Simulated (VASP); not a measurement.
Input of a VASP 6.6.1 run:

Contents of INCAR:

```
SYSTEM = RbCl
PREC = Accurate
ENCUT = 500
EDIFF = 1E-6
ISMEAR = 0
SIGMA = 0.01
LREAL = .FALSE.
LASPH = .TRUE.
NELM = 120
ALGO = Normal
ISIF = 2
LWAVE = .FALSE.
LCHARG = .FALSE.
GGA = RP
NBANDS = 15
GGA_COMPAT = .FALSE.
```

The input KPOINTS:

```
regular mesh
0
G
  6 6 6
  0 0 0
```

POSCAR

```
RbCl
1.0
    0.0000000000      3.4536060202      3.4536060202
    3.4536060202      0.0000000000      3.4536060202
    3.4536060202      3.4536060202      0.0000000000
Rb Cl
1 1
Direct
    0.0000000000      0.0000000000      0.0000000000
    0.5000000000      0.5000000000      0.5000000000
```

Potentials or basis: VASP PAW PBE potentials, release 64 (Rb_sv, Cl).

Run with:

```console
$ cat potpaw_PBE.64/Rb_sv/POTCAR potpaw_PBE.64/Cl/POTCAR > POTCAR
$ mpirun -np 1 vasp_std > vasp.out
```

Problem. What does it give for the band gap on the k mesh?

Solution. 4.87 eV.

Problem. Estimate the pressure.

Solution. 0.0 GPa.

Caveat: the PAW data sets were made with another functional, which shifts forces and pressure a little. A hybrid or GW would open this gap; RPBE tends to underestimate it.
